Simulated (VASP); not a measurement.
# W (Im-3m) in VASP: a series of runs, part 2 of 2

VASP 6.6.1. Earlier steps stand in the parts before.

### Step 4. Single point, BHLYP

This run uses another cell than the first one, of 16.16 Å³/atom.

File POSCAR:

```
W
1.0
   -1.5928244114      1.5928244114      1.5928244114
    1.5928244114     -1.5928244114      1.5928244114
    1.5928244114      1.5928244114     -1.5928244114
W
1
Direct
    0.0000000000      0.0000000000      0.0000000000
```

File INCAR.step1:

```
SYSTEM = W
ALGO = Normal
EDIFF = 1E-5
ENCUT = 520
GGA = PE
ISIF = 2
ISMEAR = -1
LASPH = .True.
LCHARG = .False.
LREAL = .False.
LWAVE = .True.
NBANDS = 13
NELM = 60
PREC = Accurate
SIGMA = 0.05
```

File INCAR.step2:

```
SYSTEM = W
AEXX = 0.5
AGGAC = 1.0
AGGAX = 0.5
ALDAC = 0.0
ALDAX = 0.5
ALGO = Normal
EDIFF = 1E-6
ENCUT = 520
GGA = B5
ISIF = 2
ISMEAR = -1
ISTART = 1
LASPH = .True.
LCHARG = .False.
LHFCALC = .True.
LREAL = .False.
LWAVE = .False.
NBANDS = 13
NELM = 60
PREC = Accurate
PRECFOCK = Normal
SIGMA = 0.05
```

File KPOINTS:

```
k-points
0
Gamma
  6 6 6
  0 0 0
```

Potentials or basis: VASP PAW PBE potentials, release 64 (W_sv).

Command:

```sh
> cat potpaw_PBE.64/W_sv/POTCAR > POTCAR
> cp INCAR.step1 INCAR
> mpirun -np 1 vasp_std > vasp.out
> cp INCAR.step2 INCAR
> mpirun -np 1 vasp_std > vasp.out
```

OUTCAR:

```text
SYSTEM = W
   AEXX = 0.5
   EDIFF = 1E-6
   ENCUT = 520
   GGA = B5
   ISIF = 2
   ISMEAR = -1
   ISTART = 1
   LASPH = .True.
   LHFCALC = .True.
   LREAL = .False.
   NELM = 60
   PREC = Accurate
   PRECFOCK = Normal

 ion  position               nearest neighbor table
   1  0.000  0.000  0.000-

  LATTYP: Found a body centered cubic cell.
 ALAT       =     3.1856488228

  Lattice vectors:

 A1 = (  -1.5928244114,   1.5928244114,   1.5928244114)
 A2 = (   1.5928244114,  -1.5928244114,   1.5928244114)
 A3 = (   1.5928244114,   1.5928244114,  -1.5928244114)

Analysis of symmetry for initial positions (statically):
=====================================================================
 Subroutine PRICEL returns:
 Original cell was already a primitive cell.

 Routine SETGRP: Setting up the symmetry group for a
 body centered cubic supercell.

 Subroutine GETGRP returns: Found 48 space group operations
 (whereof 48 operations were pure point group operations)
 out of a pool of 48 trial point group operations.

The static configuration has the point symmetry O_h .

Analysis of symmetry for dynamics (positions and initial velocities):
=====================================================================
 Subroutine PRICEL returns:
 Original cell was already a primitive cell.

 Routine SETGRP: Setting up the symmetry group for a
 body centered cubic supercell.

 Subroutine GETGRP returns: Found 48 space group operations
 (whereof 48 operations were pure point group operations)
 out of a pool of 48 trial point group operations.

The dynamic configuration has the point symmetry O_h .

 Subroutine INISYM returns: Found 48 space group operations
 (whereof 48 operations are pure point group operations),
 and found     1 'primitive' translations

----------------------------------------------------------------------------------------
[... 115 lines left out ...]
   HFSCREEN=    0.0000 screening length (either q_TF or 0.3 A-1)
   HFSCREENC=   0.0000 screening length for correlation (either q_TF or 0.3 A-1)
   ENCUTFOCK=  -1.0 apply spherical cutoff to Coloumb kernel
   IVDW    =     0    specifies the selected vdW correction
   LEPSILON=     F    determine dielectric tensor
   LRPA    =     F    only Hartree local field effects (RPA)
 non-spin polarized calculation
  energy-cutoff  :      520.00
  volume of cell :       16.16
 maximum number of plane-waves:       466
 NGX is ok and might be reduce to    24
  NGX = 16; NGY = 16; NGZ = 16

 number of electron      14.0000002 magnetization

 Free energy of the ion-electron system (eV)
  ---------------------------------------------------
  ext. energy  EPLUGINS =         0.00000000
  ---------------------------------------------------
  free energy    TOTEN  =       -17.96889068 eV

  energy without entropy =      -17.96889062  energy(sigma->0) =      -17.96889065

 E-fermi :  11.3879     XC(G=0):  -7.0282

 val. band max:       10.6672752772   @ k =  -0.1667   0.1667   0.1667
 cond. band min:      12.1034447137   @ k =   0.5000   0.0000   0.0000
 fundamental gap:      1.4361694365
 Fermi energy:        11.3879145201

 k-point     1 :       0.0000    0.0000    0.0000
  band No.  band energies     occupation
      1     -71.6192      2.00000
      2     -32.2491      2.00000
      3     -32.2491      2.00000
      4     -32.2491      2.00000
      5      -1.3332      2.00000
      6       8.6595      2.00000
      7       8.6595      2.00000
      8       8.6595      2.00000
      9      15.9996      0.00000
     10      15.9996      0.00000
     11      28.6492      0.00000
     12      28.6492      0.00000
     13      28.6492      0.00000
[... 226 lines left out ...]
  band No.  band energies     occupation
      1     -71.3114      2.00000
      2     -33.3187      2.00000
      3     -33.3187      2.00000
      4     -33.3187      2.00000
      5       3.6244      2.00000
      6       3.6244      2.00000
      7      18.5475      0.00000
      8      18.5475      0.00000
      9      18.5475      0.00000
     10      21.8082      0.00000
     11      21.8082      0.00000
     12      21.8082      0.00000
     13      30.7170      0.00000

------------------------ aborting loop because EDIFF is reached ----------------------------------------

  FORCE on cell =-STRESS in cart. coord.  units (eV):
  Direction    XX          YY          ZZ          XY          YZ          ZX
  --------------------------------------------------------------------------------------
  -------------------------------------------------------------------------------------
  Total       -0.6403931     -0.6403931     -0.6403931      0.0000000      0.0000000      0.0000000
  in kB      -63.4736592    -63.4736592    -63.4736592      0.0000000      0.0000000      0.0000000
  external PRESSURE =     -63.4736592 kB  Pullay stress =       0.0000000 kB

 VOLUME and BASIS-vectors are now :
 -----------------------------------------------------------------------------
  energy-cutoff  :      520.00
  volume of cell :       16.16
      direct lattice vectors                 reciprocal lattice vectors
    -1.592824411  1.592824411  1.592824411     0.000000000  0.313907796  0.313907796
     1.592824411 -1.592824411  1.592824411     0.313907796  0.000000000  0.313907796
     1.592824411  1.592824411 -1.592824411     0.313907796  0.313907796  0.000000000

 POSITION                                       TOTAL-FORCE (eV/Angst)
 -----------------------------------------------------------------------------------
      0.00000      0.00000      0.00000        -0.000000      0.000000      0.000000
 -----------------------------------------------------------------------------------
    total drift:                               -0.000000      0.000000      0.000000

  FREE ENERGIE OF THE ION-ELECTRON SYSTEM (eV)
  ---------------------------------------------------
  free  energy   TOTEN  =       -17.9688906765 eV

  energy  without entropy=      -17.9688906239  energy(sigma->0) =      -17.96889065
```

OSZICAR.step1:

```text
N       E                     dE             d eps       ncg     rms          rms(c)
DAV:   1     0.863984828941E+02    0.86398E+02   -0.73237E+03   416   0.122E+03
DAV:   2    -0.120216709193E+02   -0.98420E+02   -0.95011E+02   471   0.319E+02
DAV:   3    -0.136022166209E+02   -0.15805E+01   -0.15777E+01   441   0.399E+01
DAV:   4    -0.136085538040E+02   -0.63372E-02   -0.63371E-02   461   0.281E+00
DAV:   5    -0.136086121562E+02   -0.58352E-04   -0.58350E-04   466   0.246E-01    0.202E+01
DAV:   6    -0.131170000473E+02    0.49161E+00   -0.42169E-01   431   0.867E+00    0.796E+00
DAV:   7    -0.130048190187E+02    0.11218E+00   -0.18536E-01   451   0.543E+00    0.547E-01
DAV:   8    -0.130008721537E+02    0.39469E-02   -0.33704E-03   421   0.708E-01    0.277E-01
DAV:   9    -0.130008953193E+02   -0.23166E-04   -0.11595E-04   451   0.141E-01    0.588E-02
DAV:  10    -0.130008868604E+02    0.84589E-05   -0.86512E-06   243   0.440E-02
   1 F= -.13000887E+02 E0= -.12998924E+02  d E =-.392667E-02
```

It took 27 min on 1 thread of AMD EPYC, shared host; peak memory 0.12 GiB.

Results:

* Free energy: -17.9689 eV
* Pressure: -6.3 GPa
* Band gap on the k mesh: zero (bands 7 and 8 overlap by 9.89 eV)

Levels at points of the mesh, in eV from the Fermi level:
| k point | band 3 | band 4 | band 5 | band 6 | band 7 | band 8 | band 9 | band 10 | band 11 | band 12 |
| --- | --- | --- | --- | --- | --- | --- | --- | --- | --- | --- |
| (0.00, 0.00, 0.00) | -43.64 | -43.64 | -12.72 | -2.73 | -2.73 | -2.73 | 4.61 | 4.61 | 17.26 | 17.26 |
| (0.50, 0.00, 0.00) | -44.13 | -43.61 | -8.66 | -5.58 | 0.72 | 4.37 | 5.47 | 8.16 | 13.73 | 14.04 |
| (0.50, 0.50, 0.50) | -44.71 | -44.71 | -7.76 | -7.76 | 7.16 | 7.16 | 7.16 | 10.42 | 10.42 | 10.42 |

Caveat: the k points lie up to 0.46 Å⁻¹ apart, too coarse for converged energies and pressures of a metal; the PAW data sets were made with another functional, which shifts forces and pressure a little; spin-orbit coupling is left out, which moves the levels of the heavy elements.

### Step 5. Single point, BHLYP

File POSCAR:

```
W
1.0
   -1.6031677168      1.6031677168      1.6031677168
    1.6031677168     -1.6031677168      1.6031677168
    1.6031677168      1.6031677168     -1.6031677168
W
1
Direct
    0.0000000000      0.0000000000      0.0000000000
```

File INCAR.step1:

```
SYSTEM = W
PREC     = Accurate       ! precision mode
ENCUT    = 520            ! plane-wave cutoff, eV
EDIFF    = 1E-5           ! SCF threshold, eV
ISMEAR   = -1             ! smearing method
SIGMA    = 0.05           ! smearing width, eV
LREAL    = .FALSE.        ! projectors in reciprocal space
LASPH    = .TRUE.         ! aspherical terms in the spheres
NELM     = 60             ! most SCF steps
ALGO     = Normal         ! electronic algorithm
ISIF     = 2              ! what is computed and relaxed
LWAVE    = .TRUE.         ! write WAVECAR
LCHARG   = .FALSE.        ! write CHGCAR
NBANDS   = 13             ! bands
GGA      = PE             ! functional
```

File INCAR.step2:

```
SYSTEM = W
PREC     = Accurate       ! precision mode
ENCUT    = 520            ! plane-wave cutoff, eV
EDIFF    = 1E-6           ! SCF threshold, eV
ISMEAR   = -1             ! smearing method
SIGMA    = 0.05           ! smearing width, eV
LREAL    = .FALSE.        ! projectors in reciprocal space
LASPH    = .TRUE.         ! aspherical terms in the spheres
NELM     = 60             ! most SCF steps
ALGO     = Normal         ! electronic algorithm
ISIF     = 2              ! what is computed and relaxed
LWAVE    = .FALSE.        ! write WAVECAR
LCHARG   = .FALSE.        ! write CHGCAR
GGA      = B5             ! functional
LHFCALC  = .TRUE.         ! exact exchange
AEXX     = 0.5            ! exact-exchange fraction
ALDAX    = 0.5          
AGGAX    = 0.5          
AGGAC    = 1.0          
ALDAC    = 0.0          
PRECFOCK = Normal       
NBANDS   = 13             ! bands
ISTART   = 1
```

File KPOINTS:

```
Automatic mesh
0
G
  6 6 6
  0 0 0
```

Command:

```sh
> cat potpaw_PBE.64/W_sv/POTCAR > POTCAR
> cp INCAR.step1 INCAR
> mpirun -np 1 vasp_std > vasp.out
> cp INCAR.step2 INCAR
> mpirun -np 1 vasp_std > vasp.out
```

Run time: 28 min. Hardware: 1 thread of AMD EPYC, shared host; peak memory 0.13 GiB.

Results (log left out):

| Property | Result |
| --- | --- |
| Free energy | -17.9507 eV |
| Pressure | -12.1 GPa |
| Band gap on the k mesh | zero (bands 7 and 8 overlap by 9.70 eV) |

Levels at points of the mesh, in eV from the Fermi level:
| k point | band 5 | band 6 | band 7 | band 8 | band 9 | band 10 |
| --- | --- | --- | --- | --- | --- | --- |
| (0.00, 0.00, 0.00) | -12.59 | -2.69 | -2.69 | -2.69 | 4.57 | 4.57 |
| (0.50, 0.00, 0.00) | -8.51 | -5.47 | 0.65 | 4.31 | 5.39 | 7.97 |
| (0.50, 0.50, 0.50) | -7.57 | -7.57 | 7.01 | 7.01 | 7.01 | 10.25 |

Caveat: the k points lie up to 0.46 Å⁻¹ apart, too coarse for converged energies and pressures of a metal; the PAW data sets were made with another functional, which shifts forces and pressure a little; spin-orbit coupling is left out, which moves the levels of the heavy elements.

### Step 6. Single point, HSE06

This run uses another cell than the first one, of 15.21 Å³/atom.

File POSCAR:

```
W
1.0
   -1.5609593379      1.5609593379      1.5609593379
    1.5609593379     -1.5609593379      1.5609593379
    1.5609593379      1.5609593379     -1.5609593379
W
1
Direct
    0.0000000000      0.0000000000      0.0000000000
```

File INCAR.step1:

```
SYSTEM = W
PREC     = Accurate       ! precision mode
ENCUT    = 520            ! plane-wave cutoff, eV
EDIFF    = 1E-5           ! SCF threshold, eV
ISMEAR   = -1             ! smearing method
SIGMA    = 0.05           ! smearing width, eV
LREAL    = .False.        ! projectors in reciprocal space
LASPH    = .True.         ! aspherical terms in the spheres
NELM     = 100            ! most SCF steps
ALGO     = Normal         ! electronic algorithm
ISIF     = 2              ! what is computed and relaxed
LWAVE    = .True.         ! write WAVECAR
NBANDS   = 13             ! bands
GGA      = PE             ! functional
```

File INCAR.step2:

```
SYSTEM = W
PREC     = Accurate       ! precision mode
ENCUT    = 520            ! plane-wave cutoff, eV
EDIFF    = 1E-7           ! SCF threshold, eV
ISMEAR   = -1             ! smearing method
SIGMA    = 0.05           ! smearing width, eV
LREAL    = .False.        ! projectors in reciprocal space
LASPH    = .True.         ! aspherical terms in the spheres
NELM     = 100            ! most SCF steps
ALGO     = Normal         ! electronic algorithm
ISIF     = 2              ! what is computed and relaxed
LWAVE    = .False.        ! write WAVECAR
LCHARG   = .True.         ! write CHGCAR
GGA      = PE             ! functional
LHFCALC  = .True.         ! exact exchange
HFSCREEN = 0.2079         ! screening, 1/A
PRECFOCK = Normal       
LELF     = .True.         ! ELF
LVHAR    = .True.       
NBANDS   = 13             ! bands
ISTART   = 1
```

File KPOINTS:

```
regular mesh
0
Gamma
  8 8 8
  0 0 0
```

Potentials or basis: VASP PAW PBE potentials, release 64 (W_sv).

Command:

```sh
> cat potpaw_PBE.64/W_sv/POTCAR > POTCAR
> cp INCAR.step1 INCAR
> mpirun -np 1 vasp_std > vasp.out
> cp INCAR.step2 INCAR
> mpirun -np 1 vasp_std > vasp.out
```

It took 1.8 h on 1 thread of Oxide Virtual Turin-like, shared host; peak memory 0.21 GiB.

Results (log left out):

* Free energy: -15.0117 eV
* Pressure: 13.7 GPa
* Band gap on the k mesh: zero (bands 7 and 8 overlap by 7.68 eV)

Levels at points of the mesh, in eV from the Fermi level:
| k point | band 5 | band 6 | band 7 | band 8 | band 9 | band 10 |
| --- | --- | --- | --- | --- | --- | --- |
| (0.00, 0.00, 0.00) | -10.97 | -1.36 | -1.36 | -1.36 | 3.36 | 3.36 |
| (0.50, 0.00, 0.00) | -7.27 | -4.24 | 0.68 | 3.20 | 4.31 | 7.48 |
| (0.50, 0.50, 0.50) | -6.72 | -6.72 | 6.32 | 6.32 | 6.32 | 9.44 |

Caveat: the cell stands under pressure; the PAW data sets were made with another functional, which shifts forces and pressure a little; spin-orbit coupling is left out, which moves the levels of the heavy elements.

### Step 7. The runs side by side

| level | cell | k mesh | cutoff (eV) | grid for exact exchange (PRECFOCK) | share of exact exchange | screening parameter | gap on the mesh (eV) | pressure (GPa) |
| --- | --- | --- | --- | --- | --- | --- | --- | --- |
| r2SCAN | a = 2.777 Å, angles 109.5°, 1 atom | 12 × 12 × 12 | 550 | - | - | - | none | -9.3 |
| BHLYP | a = 2.741 Å, angles 109.5°, 1 atom | 6 × 6 × 6 | 520 | Normal | 0.5 | - | none | 0.1 |
| BHLYP | a = 2.759 Å, angles 109.5°, 1 atom | 6 × 6 × 6 | 520 | Normal | 0.5 | - | none | -6.3 |
| BHLYP | a = 2.777 Å, angles 109.5°, 1 atom | 6 × 6 × 6 | 520 | Normal | 0.5 | - | none | -12.1 |
| HSE06 | a = 2.704 Å, angles 109.5°, 1 atom | 8 × 8 × 8 | 520 | Normal | 0.25 | 0.2079 1/Å | none | 13.7 |

Alike in all rows: task single point; potentials or basis VASP PAW PBE potentials, release 64 (W_sv); no spin polarisation; smearing fermi-dirac 0.05 eV.

Caveats: some runs use coarse meshes; the PAW data sets were made with another functional, which shifts forces and pressure a little; spin-orbit coupling is left out, which moves the levels of the heavy elements; the cell stands under tension (at least some runs); the cell stands under pressure (at least some runs).

Total energies depend on the potentials used, so only differences within one code and one set of settings carry meaning.

The gap in the log of VASP goes by the Fermi energy; the results here count the filled bands.